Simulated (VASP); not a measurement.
# Cs (Pbcm) in VASP: electric field gradients with PBE

Aim: the electric field gradients of Cs with PBE.

Program: VASP 6.6.1. These are calculated values, not measurements. Logs are shortened: lines on timing, memory, paths and dates and some standing lists are left out, and cuts for length are marked.

## Step 1: The cell of the first run

Symmetry: Pbcm, No. 57, orthorhombic system. Conventional cell: a = 5.519 Å, b = 10.052 Å, c = 8.988 Å, α = 90.00°, β = 90.00°, γ = 90.00°.

## Step 2: Electric field gradients, PBE

File INCAR:

```
PREC     = Accurate       # precision mode
ENCUT    = 520            # plane-wave cutoff, eV
EDIFF    = 1E-8           # SCF threshold, eV
ISMEAR   = -1             # smearing method
SIGMA    = 0.05           # smearing width, eV
LREAL    = False          # projectors in reciprocal space
LASPH    = True           # aspherical terms in the spheres
NELM     = 60             # most SCF steps
ALGO     = Normal         # electronic algorithm
ISIF     = 2              # what is computed and relaxed
LWAVE    = False          # write WAVECAR
LCHARG   = False          # write CHGCAR
GGA      = PE             # functional
LEFG     = True         
NBANDS   = 26             # bands
```

File KPOINTS:

```
regular mesh
0
Gamma
  5 3 3
```

File POSCAR:

```
Cs
1.0
    5.5192572500      0.0000000000      0.0000000000
    0.0000000000     10.0516815000      0.0000000000
    0.0000000000      0.0000000000      8.9880748700
Cs
4
Direct
    0.7393010300      0.3947436000      0.7500000000
    0.2606989700      0.6052564000      0.2500000000
    0.7393010300      0.1052564000      0.2500000000
    0.2606989700      0.8947436000      0.7500000000
```

Potentials or basis: VASP PAW PBE potentials, release 64 (Cs_sv).

The run is started by

```bash
cat potpaw_PBE.64/Cs_sv/POTCAR > POTCAR
mpirun -np 1 vasp_std > vasp.out
```

OUTCAR:

```text
PREC = Accurate
   ENCUT = 520
   EDIFF = 1E-8
   ISMEAR = -1
   LREAL = False
   LASPH = True
   NELM = 60
   ISIF = 2
   GGA = PE

 ion  position               nearest neighbor table
   1  0.739  0.395  0.750-
   2  0.261  0.605  0.250-
   3  0.739  0.105  0.250-
   4  0.261  0.895  0.750-

  LATTYP: Found a simple orthorhombic cell.
 ALAT       =     5.5192572500
 B/A-ratio  =     1.6284935568
 C/A-ratio  =     1.8212018474

  Lattice vectors:

 A1 = (  -5.5192572500,   0.0000000000,   0.0000000000)
 A2 = (   0.0000000000,   0.0000000000,   8.9880748700)
 A3 = (   0.0000000000,  10.0516815000,   0.0000000000)

Analysis of symmetry for initial positions (statically):
=====================================================================
 Subroutine PRICEL returns:
 Original cell was already a primitive cell.

 Routine SETGRP: Setting up the symmetry group for a
 simple orthorhombic supercell.

 Subroutine GETGRP returns: Found  8 space group operations
 (whereof  2 operations were pure point group operations)
 out of a pool of  8 trial point group operations.

The static configuration has the point symmetry S_2 .
 The point group associated with its full space group is D_2h.

Analysis of symmetry for dynamics (positions and initial velocities):
=====================================================================
 Subroutine PRICEL returns:
 Original cell was already a primitive cell.

 Routine SETGRP: Setting up the symmetry group for a
 simple orthorhombic supercell.

 Subroutine GETGRP returns: Found  8 space group operations
 (whereof  2 operations were pure point group operations)
 out of a pool of  8 trial point group operations.

The dynamic configuration has the point symmetry S_2 .
 The point group associated with its full space group is D_2h.

 Subroutine INISYM returns: Found  8 space group operations
 (whereof  2 operations are pure point group operations),
 and found     1 'primitive' translations

----------------------------------------------------------------------------------------

                                     Primitive cell

  volume of cell :     498.6388

  direct lattice vectors                    reciprocal lattice vectors
     5.519257250  0.000000000  0.000000000     0.181183800  0.000000000  0.000000000
     0.000000000 10.051681500  0.000000000     0.000000000  0.099485842  0.000000000
     0.000000000  0.000000000  8.988074870     0.000000000  0.000000000  0.111258530

  length of vectors
     5.519257250 10.051681500  8.988074870     0.181183800  0.099485842  0.111258530

  position of ions in fractional coordinates (direct lattice)
     0.739301030  0.394743600  0.750000000
     0.260698970  0.605256400  0.250000000
     0.739301030  0.105256400  0.250000000
     0.260698970  0.894743600  0.750000000

  ion indices of the primitive-cell ions
   primitive index   ion index
                 1           1
                 2           2
                 3           3
                 4           4

----------------------------------------------------------------------------------------

 KPOINTS: regular mesh

Automatic generation of k-mesh.
 Grid dimensions read from file:
 generate k-points for:    5    3    3

 Generating k-lattice:

  Cartesian coordinates                     Fractional coordinates (reciprocal lattice)
     0.036236760  0.000000000  0.000000000     0.200000000  0.000000000  0.000000000
     0.000000000  0.033161947  0.000000000     0.000000000  0.333333333  0.000000000
     0.000000000  0.000000000  0.037086177     0.000000000  0.000000000  0.333333333

  Length of vectors
     0.036236760  0.033161947  0.037086177

  Shift w.r.t. Gamma in fractional coordinates (k-lattice)
     0.000000000  0.000000000  0.000000000
[... 22 lines left out ...]
   total plane-waves  NPLWV = 235200
   dimension x,y,z NGX =    42 NGY =   80 NGZ =   70
   dimension x,y,z NGXF=    84 NGYF=  160 NGZF=  140
   ions per type =               4
   NGX,Y,Z   is equivalent  to a cutoff of  12.65, 13.23, 12.95 a.u.
   NGXF,Y,Z  is equivalent  to a cutoff of  25.30, 26.46, 25.89 a.u.
 SYSTEM =  unknown system
   PREC   = accura    normal or accurate (medium, high low for compatibility)
   ISTART =      0    job   : 0-new  1-cont  2-samecut
   ICHARG =      2    charge: 1-file 2-atom 10-const
   ISPIN  =      1    spin polarized calculation?
   LNONCOLLINEAR =      F non collinear calculations
   LSORBIT =      F    spin-orbit coupling
   LASPH  =      T    aspherical Exc in radial PAW
   ENCUT  =  520.0 eV  38.22 Ry    6.18 a.u.  10.26 18.69 16.71*2*pi/ulx,y,z
   NELM   =     60;   NELMIN=  2; NELMDL= -5     # of ELM steps
   EDIFF  = 0.1E-07   stopping-criterion for ELM
   LREAL  =      F    real-space projection
   EDIFFG = 0.1E-06   stopping-criterion for IOM
   NSW    =      0    number of steps for IOM
   IBRION =     -1    ionic relax: 0-MD 1-quasi-New 2-CG
   NFREE  =      0    steps in history (QN), initial steepest desc. (CG)
   ISIF   =      2    stress and relaxation
   ISYM   =      2    0-nonsym 1-usesym 2-fastsym
   POTIM  = 0.5000    time-step for ionic-motion
   TEBEG  =    0.0;   TEEND  =   0.0 temperature during run
   PSTRESS=    0.0 pullay stress
   NELECT =      36.0000    total number of electrons
   NUPDOWN=      -1.0000    fix difference up-down
   EMIN   =  10.00;   EMAX   =-10.00  energy-range for DOS
   EFERMI =   0.00;   METHOD = LEGACY
   ISMEAR =    -1;   SIGMA  =   0.05  broadening in eV -4-tet -1-fermi 0-gaus
   EFERMI_NEDOS =   21; number of points for ismear=-14 and -15
   IALGO  =     38    algorithm
   IMIX   =      4    mixing-type and parameters
     AMIX     =   0.40;   BMIX     =  1.00
     AMIX_MAG =   1.60;   BMIX_MAG =  1.00
  volume/ion in A,a.u.               =     124.66       841.25
  Fermi-wavevector in a.u.,A,eV,Ry     =   0.681680  1.288188  6.322452  0.464687
  Thomas-Fermi vector in A             =   1.760533
   LORBIT       =      0    0 simple, 1 ext, 2 COOP (PROOUT), +10 PAW based schemes
   GGA     = PE    functional components
   LHFCALC =     F    Hartree Fock is set to
   AEXX    =    0.0000 exact exchange contribution
   IVDW    =     0    specifies the selected vdW correction
   LEPSILON=     F    determine dielectric tensor
   LRPA    =     F    only Hartree local field effects (RPA)
 non-spin polarized calculation
  energy-cutoff  :      520.00
  volume of cell :      498.64
 maximum number of plane-waves:     13440
 NGX is ok and might be reduce to    42
   NGX = 21   NGY = 37   NGZ = 33

 number of electron      35.9999999 magnetization

 Free energy of the ion-electron system (eV)
  ---------------------------------------------------
  ext. energy  EPLUGINS =         0.00000000
  ---------------------------------------------------
  free energy    TOTEN  =        -3.43314970 eV

  energy without entropy =       -3.39989763  energy(sigma->0) =       -3.41652366

 E-fermi :   0.3006     XC(G=0):  -5.2074

 val. band max:        0.2386190172   @ k =   0.4000   0.3333   0.0000
 cond. band min:       0.3023460531   @ k =   0.0000   0.0000   0.0000
 fundamental gap:      0.0637270359
 Fermi energy:         0.3006300124

 k-point     1 :       0.0000    0.0000    0.0000
  band No.  band energies     occupation
      1     -23.6423      2.00000
      2     -23.6381      2.00000
      3     -23.6377      2.00000
      4     -23.6374      2.00000
      5     -10.5060      2.00000
      6     -10.4801      2.00000
[... 337 lines left out ...]
     25       1.7148      0.00000
     26       1.9873      0.00000

------------------------ aborting loop because EDIFF is reached ----------------------------------------

  FORCE on cell =-STRESS in cart. coord.  units (eV):
  Direction    XX          YY          ZZ          XY          YZ          ZX
  --------------------------------------------------------------------------------------
  -------------------------------------------------------------------------------------
  Total       -0.4246018     -0.4858126     -0.1380189      0.0000000      0.0000000      0.0000000
  in kB       -1.3642888     -1.5609654     -0.4434688      0.0000000      0.0000000      0.0000000
  external PRESSURE =      -1.1229077 kB  Pullay stress =       0.0000000 kB

 VOLUME and BASIS-vectors are now :
 -----------------------------------------------------------------------------
  energy-cutoff  :      520.00
  volume of cell :      498.64
      direct lattice vectors                 reciprocal lattice vectors
     5.519257250  0.000000000  0.000000000     0.181183800  0.000000000  0.000000000
     0.000000000 10.051681500  0.000000000     0.000000000  0.099485842  0.000000000
     0.000000000  0.000000000  8.988074870     0.000000000  0.000000000  0.111258530

 POSITION                                       TOTAL-FORCE (eV/Angst)
 -----------------------------------------------------------------------------------
      4.08039      3.96784      6.74106         0.011939      0.017760     -0.000000
      1.43886      6.08384      2.24702        -0.011939     -0.017760      0.000000
      4.08039      1.05800      2.24702         0.011939     -0.017760     -0.000000
      1.43886      8.99368      6.74106        -0.011939      0.017760      0.000000
 -----------------------------------------------------------------------------------
    total drift:                                0.000000      0.000000      0.000000

  FREE ENERGIE OF THE ION-ELECTRON SYSTEM (eV)
  ---------------------------------------------------
  free  energy   TOTEN  =        -3.4331496982 eV

  energy  without entropy=       -3.3998976263  energy(sigma->0) =       -3.41652366

 Electric field gradients (V/A^2)
---------------------------------------------------------------------
 ion       V_xx      V_yy      V_zz      V_xy      V_xz      V_yz
---------------------------------------------------------------------
   1       0.435     0.394    -0.829    -0.110     0.000     0.000
   2       0.435     0.394    -0.829    -0.110    -0.000    -0.000
   3       0.435     0.394    -0.829     0.110     0.000    -0.000
   4       0.435     0.394    -0.829     0.110    -0.000    -0.000
---------------------------------------------------------------------

 Electric field gradients after diagonalization (V/A^2)
 (convention: |V_zz| > |V_xx| > |V_yy|)
----------------------------------------------------------------------
 ion       V_xx      V_yy      V_zz     asymmetry (V_yy - V_xx)/ V_zz
----------------------------------------------------------------------
   1       0.526     0.303    -0.829       0.269
   2       0.526     0.303    -0.829       0.269
   3       0.526     0.303    -0.829       0.269
   4       0.526     0.303    -0.829       0.269
----------------------------------------------------------------------

           NMR quadrupolar parameters

 Cq : quadrupolar parameter    Cq=e*Q*V_zz/h
 eta: asymmetry parameters     (V_yy - V_xx)/ V_zz
 Q  : nuclear electric quadrupole moment in mb (millibarn)
----------------------------------------------------------------------
 ion       Cq(MHz)       eta       Q (mb)
----------------------------------------------------------------------
   1      -0.002       0.269       1.000
   2      -0.002       0.269       1.000
   3      -0.002       0.269       1.000
   4      -0.002       0.269       1.000
----------------------------------------------------------------------
```

It took 3.1 min on 1 thread of Intel Xeon 6975P-C, shared host; peak memory 0.55 GiB.

What came out:

```
Free energy            : -3.4331 eV
Pressure               : -0.1 GPa
Largest force          : 0.021 eV/Å
Band gap on the k mesh : zero (band 18 reaches 0.58 eV, above the bottom of band 19 at -0.15 eV)
```

Forces in eV/Å, atoms in the order of the input:
```
Cs   0.012  0.018  0.000
Cs  -0.012 -0.018  0.000
Cs   0.012 -0.018  0.000
Cs  -0.012  0.018  0.000
```

Electric field gradients, principal values (V/Å²):
| atom | least | middle | greatest (by size) |
| --- | --- | --- | --- |
| 1 Cs | 0.303 | 0.526 | -0.829 |
| 2 Cs | 0.303 | 0.526 | -0.829 |
| 3 Cs | 0.303 | 0.526 | -0.829 |
| 4 Cs | 0.303 | 0.526 | -0.829 |

Caveat: without QUAD_EFG the Cq values of the log hold for a quadrupole moment of 1 mb, not for the nuclei; spin-orbit coupling is left out, which moves the levels of the heavy elements.
